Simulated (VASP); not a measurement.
Crystal: Na2TlCl3.

```xyz
6
Lattice="4.1913 0.0000 0.0000 -2.0956 3.6297 0.0000 0.0000 0.0000 10.4002" Properties=species:S:1:pos:R:3 pbc="T T T"
Na    0.0000    2.4198    8.6023
Na    2.0956    1.2099    1.7978
Tl    0.0000    0.0000    5.2001
Cl    0.0000    2.4198    3.6202
Cl    2.0956    1.2099    6.7799
Cl    0.0000    0.0000    0.0000
```

```yaml
Program: VASP 6.6.1
Task: relaxation of cell and atoms
Functional: PBEsol
Potentials_or_basis: VASP PAW PBE potentials, release 64 (Na_pv, Tl_d, Cl)
Cutoff: 600 eV
k_mesh: 6 × 6 × 2
Occupations: fermi-dirac, width 0.03 eV
Spin: no spin polarisation
```

At the start: pressure 1.6 GPa; volume 26.37 Å³/atom.

Q: How do energy, volume and symmetry change on relaxing?

A: Over 18 steps the energy falls by 119.2 meV/atom and the volume is 25.00 Å³/atom (-5.2 %); space group P-3m1 (No. 164, to 0.1 Å) before and after.

Step by step:
```
step  energy change (eV)  largest force (eV/Å)  pressure (GPa)  volume (Å³)
   1              0.0000                1.5051            1.56       158.22
   2             -0.2183                1.0588            0.03       164.16
   3             -0.3418                0.5014           -1.67       173.78
   4             -0.4685                0.4003           -1.27       166.96
   5             -0.6152                0.4620            0.81       147.77
   6             -0.6198                0.4168            0.35       150.83
   7             -0.6598                0.3329            0.16       151.03
   8             -0.7043                0.1354           -0.22       151.42
   9             -0.7056                0.1518           -0.28       151.50
  10             -0.7124                0.0492            0.21       148.63
  11             -0.7124                0.0591            0.16       148.90
  12             -0.7142                0.0298           -0.02       149.94
  13             -0.7143                0.0346           -0.04       150.12
  14             -0.7148                0.0270            0.01       149.86
  15             -0.7150                0.0200            0.05       149.64
  16             -0.7150                0.0183            0.06       149.59
  17             -0.7151                0.0016           -0.04       150.16
  18             -0.7151                0.0068           -0.01       149.97
```

Final structure:
```xyz
6
Lattice="4.0745 0.0000 0.0000 -2.0372 3.5286 0.0000 0.0000 0.0000 10.4312" Properties=species:S:1:pos:R:3 pbc="T T T"
Na    0.0000    2.3524    8.8504
Na    2.0372    1.1762    1.5808
Tl    0.0000    0.0000    5.2156
Cl    0.0000    2.3524    3.1396
Cl    2.0372    1.1762    7.2916
Cl    0.0000    0.0000    0.0000
```

Caveat: the PAW data sets were made with another functional, which shifts forces and pressure a little.
